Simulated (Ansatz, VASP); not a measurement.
**Two plane-wave programs on Al2Ga3As5**

```xyz
10
Lattice="-0.0004 -4.0850 -0.0005 4.0859 0.0004 0.0000 -2.0418 2.0398 14.1776" Properties=species:S:1:pos:R:3 pbc="T T T"
Al    2.0433   -2.0443   11.3430
Al    0.0001   -0.0009    2.8339
Ga    0.0007   -0.0026   14.1771
Ga    2.0431   -2.0427    5.6678
Ga    0.0010   -0.0016    8.5093
As    2.0437   -0.0021   12.7490
As    2.0430   -0.0001    1.4284
As    0.0001   -2.0435    4.2399
As    2.0438   -0.0004    7.0889
As    0.0004   -2.0444    9.9373
```

Change from the starting cell: cell x1, atoms moved at random (sigma 0.15 Å) and cell strained at random (1.5 %), then relaxed without symmetry.

Alike in both runs: functional PBE; k mesh 4 × 4 × 4; occupations gaussian, width 0.1 eV; no spin polarisation.

Ansatz relaxed the structure, and its values are those at the end. VASP's run is a single point on that final structure, the one shown.

|  | VASP | Ansatz |
| --- | --- | --- |
| version | VASP 6.6.1 | Ansatz 0.2.0 |
| potentials or method | VASP PAW PBE potentials, release 64 (Al, Ga_d, As), cutoff 520 eV | scalar-relativistic, plane waves, PAW |
| valence electrons in the cell | 70 | 120 |

Ansatz gave:

| Item | Value |
| --- | --- |
| gap on the k mesh at the Fermi level (eV) | 0.68 |
| least direct gap on the mesh (eV) | 0.68 |
| pressure (GPa) | 0.0 |

Estimate VASP's values.

gap on the k mesh at the Fermi level (eV): 0.69; least direct gap on the mesh (eV): 0.69; pressure (GPa): 0.1.

With one functional, cell and mesh, what is left measures potentials, basis and numerics. VASP's potentials hold 70 valence electrons a cell and Ansatz's 120, so a difference there can come from the potentials and not from the codes.
